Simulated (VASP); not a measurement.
Input of a VASP 6.6.1 run:

Contents of POSCAR:

```
BN
1.0
    0.0000000000      1.8048254535      1.7010479899
    1.8048254535      0.0000000000      1.7010479899
    1.8048254535      1.8048254535      0.0000000000
B N
1 1
Direct
    0.0000000000      0.0000000000      0.0000000000
    0.2500000000      0.2500000000      0.2500000000
```

The input INCAR.step1:

```
SYSTEM = BN
PREC = Accurate
ENCUT = 520
ISMEAR = 0
SIGMA = 0.01
LREAL = .FALSE.
LASPH = .TRUE.
NELM = 100
NBANDS = 11
GGA = PE
ALGO = Normal
EDIFF = 1E-4
LWAVE = .TRUE.
LCHARG = .FALSE.
```

The input INCAR.step2:

```
SYSTEM = BN
PREC = Accurate
ENCUT = 520
EDIFF = 1E-6
ISMEAR = 0
SIGMA = 0.01
LREAL = .FALSE.
LASPH = .TRUE.
NELM = 100
ALGO = Normal
ISIF = 2
LWAVE = .FALSE.
LCHARG = .FALSE.
METAGGA = R2SCAN
LMIXTAU = .TRUE.
NBANDS = 11
ISTART = 1
```

KPOINTS

```
Automatic mesh
0
G
  12 12 12
  0 0 0
```

Potentials or basis: VASP PAW PBE potentials, release 64 (B, N).

Command:

```sh
$ cat potpaw_PBE.64/B/POTCAR potpaw_PBE.64/N/POTCAR > POTCAR
$ cp INCAR.step1 INCAR
$ mpirun -np 1 vasp_std > vasp.out
$ cp INCAR.step2 INCAR
$ mpirun -np 1 vasp_std > vasp.out
```

(1) What does it give for the band gap on the k mesh?

(2) Predict the pressure.

Answers

(1) 3.97 eV (least direct gap 9.22 eV).

(2) 27.1 GPa.

Caveat: the cell differs from its parent crystal (uniaxial z strain -5.8%); the cell stands under pressure; the PAW data sets were made with another functional, which shifts forces and pressure a little.
